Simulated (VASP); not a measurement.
Runs of VASP 6.6.1 on Ta. The structure is that of space group Im-3m (No. 229), or close to it. The cells are those of the table. 

```csv
task,cell,gap on the mesh (eV),pressure (GPa)
relaxation of cell and atoms,"relaxed to 8 GPa from a = 2.860 Å, angles 109.5°, 1 atom",none,7.9
relaxation of cell and atoms,"relaxed from a = 2.860 Å, angles 109.5°, 1 atom",none,0.0
relaxation of cell and atoms,"relaxed to 2 GPa from a = 2.860 Å, angles 109.5°, 1 atom",none,2.0
single point,"a = 2.865 Å, angles 109.5°, 1 atom",none,2.1
single point,"a = 2.874 Å, angles 109.5°, 1 atom",none,0.1
single point,"a = 2.839 Å, angles 109.5°, 1 atom",none,8.2
single point,"a = 2.856 Å, angles 109.5°, 1 atom",none,(a)
single point,"a = 2.848 Å, angles 109.5°, 1 atom",none,(b)
```

Alike in all rows: level PBE; potentials or basis VASP PAW PBE potentials, release 64 (Ta_pv); no spin polarisation; k mesh 14 × 14 × 14; cutoff (eV) 500; smearing methfessel-paxton 0.1 eV.

**Question.** Fill in the values left out.

**Answer.** (a) 4.1; (b) 6.1.

Caveats: spin-orbit coupling is left out, which moves the levels of the heavy elements; the cell stands under pressure (at least some runs); the cell is relaxed towards a set pressure, so the run minimises the enthalpy, not the energy (at least some runs).

A k mesh can miss the band edges, and the runs leave out spin-orbit coupling on Ta.

A gap of «none» marks levels without a gap at the run's occupations.
